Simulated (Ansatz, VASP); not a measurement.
## One calculation of LiCl, two programs

File INCAR:

```
SYSTEM = LiCl
ALGO     = Normal         ! electronic algorithm
EDIFF    = 1E-6           ! SCF threshold, eV
ENCUT    = 520            ! plane-wave cutoff, eV
GGA      = PE             ! functional
ISIF     = 2              ! what is computed and relaxed
ISMEAR   = 0              ! smearing method
LASPH    = .True.         ! aspherical terms in the spheres
LCHARG   = .True.         ! write CHGCAR
LELF     = .True.         ! ELF
LREAL    = .False.        ! projectors in reciprocal space
LVHAR    = .True.       
LWAVE    = .False.        ! write WAVECAR
NBANDS   = 12             ! bands
NELM     = 60             ! most SCF steps
PREC     = Accurate       ! precision mode
SIGMA    = 0.05           ! smearing width, eV
```

The input KPOINTS:

```
k-points
0
Gamma
  8 8 8
  0 0 0
```

Contents of POSCAR:

```
LiCl
1.0
    0.0000000000      2.5647600000      2.5647600000
    2.5647600000      0.0000000000      2.5647600000
    2.5647600000      2.5647600000      0.0000000000
Li Cl
1 1
Direct
    0.0731062556     -0.0731062556      0.0731062556
    0.5000000000      0.5000000000      0.5000000000
```

Input for Ansatz:

```yaml
crystal:
  lattice:
    - [0.0, 2.56476, 2.56476]
    - [2.56476, 0.0, 2.56476]
    - [2.56476, 2.56476, 0.0]
  atoms:
    - { symbol: Li, position: [0.0731062556, -0.0731062556, 0.0731062556] }
    - { symbol: Cl, position: [0.5, 0.5, 0.5] }
basis:
  ecutwfc: 420
kpoints:
  mp_grid: { grid: [8, 8, 8] }
hamiltonian:
  xc: pbe
scf:
  occupations: { method: gaussian, width: 0.05 }
output:
  forces: true
  stress: true
  eigenvalues: true
```

Change from the starting cell: all Li atoms moved +0.375 Å, as atom 1 along Cartesian [0 1 0].

Alike in both runs: task single point; functional PBE; k mesh 8 × 8 × 8; occupations gaussian, width 0.05 eV; no spin polarisation.

|  | VASP | Ansatz |
| --- | --- | --- |
| version | VASP 6.6.1 | Ansatz 0.2.0 |
| potentials or method | VASP PAW PBE potentials, release 64 (Li_sv, Cl), cutoff 520 eV | scalar-relativistic, plane waves, PAW |
| valence electrons in the cell | 10 | 10 |

```tsv
	VASP	Ansatz	Ansatz less VASP
gap on the k mesh at the Fermi level (eV)	6.26	6.25	-0.011
least direct gap on the mesh (eV)	6.26	6.25	-0.011
rms of the force components (eV/Å)	0.364	0.359	-0.0053
```

Atom by atom the forces differ by 0.005 eV/Å (rms over components). The functional is the same, so the differences come from potentials, cutoffs and numerics.

Noted on VASP's run: the cutoff is under 1.25 times that of the potentials, so the pressure is a little rough.
